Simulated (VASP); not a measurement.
# H9ClO4 in VASP: notebook, part 2 of 2

VASP 6.6.1.

## 4. Single point, PBEsol

File INCAR:

```
ALGO = Normal ; EDIFF = 1E-6
ENCUT = 520 ; GGA = PS
GGA_COMPAT = F ; ISIF = 2
ISMEAR = -1 ; LASPH = T
LCHARG = F ; LREAL = F
LWAVE = F ; NBANDS = 33
NELM = 120 ; PREC = Accurate
SIGMA = 0.02
```

File KPOINTS:

```
k-points
0
Gamma
  1 1 1
```

File POSCAR:

```
H9ClO4
1.0
    6.0577750000      0.0000000000      0.0000000000
    0.0000000000      6.0577750000      0.0000000000
    0.0000000000      0.0000000000      6.0577750000
O H Cl
4 9 1
Direct
   -0.0491929793      0.3644572471      0.2309098638
    0.2274762598      0.1473643376      0.9941769049
    0.8304864410      0.1071680609      0.7068436844
    0.2123056733      0.7976856189      0.2765206697
   -0.1486684467      0.4951487964      0.1850679499
    0.0262802762      0.2877128979      0.1075807537
    0.2223258540      0.0599394992      1.1233332370
    0.3935933573      0.1654072659      0.9869300197
    0.8901948323      0.0833474337      0.5615263030
    0.8266236366     -0.0479053778      0.7544189079
    0.2570415705      0.8401764674      0.4205009265
    0.1823771929      0.6410769631      0.2884557449
    0.7220307786      0.4697764443      0.7076030391
    0.6414896559      0.6316510600      0.8418602540
```

Potentials or basis: VASP PAW PBE potentials, release 64 (O, H, Cl).

Started as:

```
$ cat potpaw_PBE.64/O/POTCAR potpaw_PBE.64/H/POTCAR potpaw_PBE.64/Cl/POTCAR > POTCAR
$ mpirun -np 1 vasp_gam > vasp.out
```

OUTCAR:

```text
EDIFF = 1E-6
   ENCUT = 520
   GGA = PS
   ISIF = 2
   ISMEAR = -1
   LASPH = T
   LREAL = F
   NELM = 120
   PREC = Accurate

 ion  position               nearest neighbor table
   1  0.951  0.364  0.231-   6 0.99   5 1.03
   2  0.227  0.147  0.994-   7 0.95   8 1.01
   3  0.830  0.107  0.707-   9 0.96  10 0.98
   4  0.212  0.798  0.277-  11 0.95  12 0.97
   5  0.851  0.495  0.185-   1 1.03
   6  0.026  0.288  0.108-   1 0.99
[... 246 lines left out ...]
 -----------------------------------------------------------------------------
  energy-cutoff  :      520.00
  volume of cell :      222.30
      direct lattice vectors                 reciprocal lattice vectors
     6.057775000  0.000000000  0.000000000     0.165077112  0.000000000  0.000000000
     0.000000000  6.057775000  0.000000000     0.000000000  0.165077112  0.000000000
     0.000000000  0.000000000  6.057775000     0.000000000  0.000000000  0.165077112

 POSITION                                       TOTAL-FORCE (eV/Angst)
 -----------------------------------------------------------------------------------
      5.75977      2.20780      1.39880        -1.468270      1.999031      0.755617
      1.37800      0.89270      6.02250         2.310418      1.086375     -1.464382
      5.03090      0.64920      4.28190        -0.129789     -0.486861      0.153755
      1.28610      4.83220      1.67510        -0.131016      0.331090     -0.766474
      5.15718      2.99950      1.12110         1.463112     -2.132022     -0.041106
      0.15920      1.74290      0.65170         0.000766      0.678060     -0.562968
      1.34680      0.36310      0.74712        -0.478008     -1.896432      1.505608
      2.38430      1.00200      5.97860        -1.530655      0.306178     -0.369036
      5.39260      0.50490      3.40160         0.262926      0.611626     -0.940495
      5.00750      5.76757      4.57010        -0.226633      0.286900      0.474985
      1.55710      5.08960      2.54730         0.454749      0.355198      1.319233
      1.10480      3.88350      1.74740        -0.408444     -0.815178     -0.238164
      4.37390      2.84580      4.28650        -0.422984      0.815093      1.037057
      3.88600      3.82640      5.09980         0.303829     -1.139056     -0.863631
 -----------------------------------------------------------------------------------
    total drift:                                0.002507     -0.001846      0.001116

  FREE ENERGIE OF THE ION-ELECTRON SYSTEM (eV)
  ---------------------------------------------------
  free  energy   TOTEN  =       -64.0254573042 eV

  energy  without entropy=      -64.0254573041  energy(sigma->0) =      -64.02545730
```

OSZICAR:

```text
N       E                     dE             d eps       ncg     rms          rms(c)
DAV:   1     0.344786141722E+03    0.34479E+03   -0.19538E+04    66   0.106E+03
DAV:   2    -0.245253255345E+02   -0.36931E+03   -0.35220E+03    83   0.251E+02
DAV:   3    -0.700109422914E+02   -0.45486E+02   -0.45283E+02    84   0.977E+01
DAV:   4    -0.708172404166E+02   -0.80630E+00   -0.80538E+00    76   0.149E+01
DAV:   5    -0.708288895016E+02   -0.11649E-01   -0.11648E-01    92   0.171E+00    0.163E+01
DAV:   6    -0.643540674566E+02    0.64748E+01   -0.20032E+01    83   0.230E+01    0.695E+00
DAV:   7    -0.641378104010E+02    0.21626E+00   -0.85764E-01    82   0.446E+00    0.433E+00
DAV:   8    -0.640168931745E+02    0.12092E+00   -0.24184E-01    92   0.321E+00    0.584E-01
DAV:   9    -0.640171510601E+02   -0.25789E-03   -0.42374E-02    84   0.108E+00    0.312E-01
DAV:  10    -0.640239539230E+02   -0.68029E-02   -0.38670E-03    68   0.343E-01    0.114E-01
DAV:  11    -0.640254066639E+02   -0.14527E-02   -0.96333E-04    68   0.234E-01    0.510E-02
DAV:  12    -0.640254613805E+02   -0.54717E-04   -0.31765E-04    84   0.103E-01    0.362E-02
DAV:  13    -0.640254614036E+02   -0.23130E-07   -0.61500E-05    76   0.450E-02    0.154E-02
DAV:  14    -0.640254566036E+02    0.48000E-05   -0.14631E-05    84   0.281E-02    0.682E-03
DAV:  15    -0.640254573042E+02   -0.70052E-06   -0.87421E-06    84   0.175E-02
   1 F= -.64025457E+02 E0= -.64025457E+02  d E =-.315723E-10
```

stdout:

```text
POSCAR found type information on POSCAR O H Cl
 POSCAR found :  3 types and      14 ions
 scaLAPACK will be used
 -----------------------------------------------------------------------------
|                                                                             |
|                                                                             |
|     You enforced a specific xc type in the INCAR file but a different       |
|     I HOPE YOU KNOW WHAT YOU ARE DOING!                                     |
|                                                                             |
 -----------------------------------------------------------------------------

 LDA part: xc-table for (Slater+PW92), standard interpolation
 POSCAR, INCAR and KPOINTS ok, starting setup
 FFT: planning ... GRIDC
 FFT: planning ... GRID_SOFT
 FFT: planning ... GRID
 WAVECAR not read
 entering main loop
```

Wall time 38 s (1 thread of Intel Xeon 8259CL, shared host); peak memory 0.29 GiB.

Results:

| Property | Result |
| --- | --- |
| Free energy | -64.0255 eV |
| Pressure | -0.2 GPa |
| Largest force | 2.943 eV/Å |
| Band gap on the k mesh | 4.32 eV |

Forces on the atoms (eV/Å):
```
O   -1.468  1.999  0.756
O    2.310  1.086 -1.464
O   -0.130 -0.487  0.154
O   -0.131  0.331 -0.766
H    1.463 -2.132 -0.041
H    0.001  0.678 -0.563
H   -0.478 -1.896  1.506
H   -1.531  0.306 -0.369
H    0.263  0.612 -0.940
H   -0.227  0.287  0.475
H    0.455  0.355  1.319
H   -0.408 -0.815 -0.238
H   -0.423  0.815  1.037
Cl   0.304 -1.139 -0.864
```

Caveat: the k points lie up to 1.04 Å⁻¹ apart; the PAW data sets were made with another functional, which shifts forces and pressure a little.
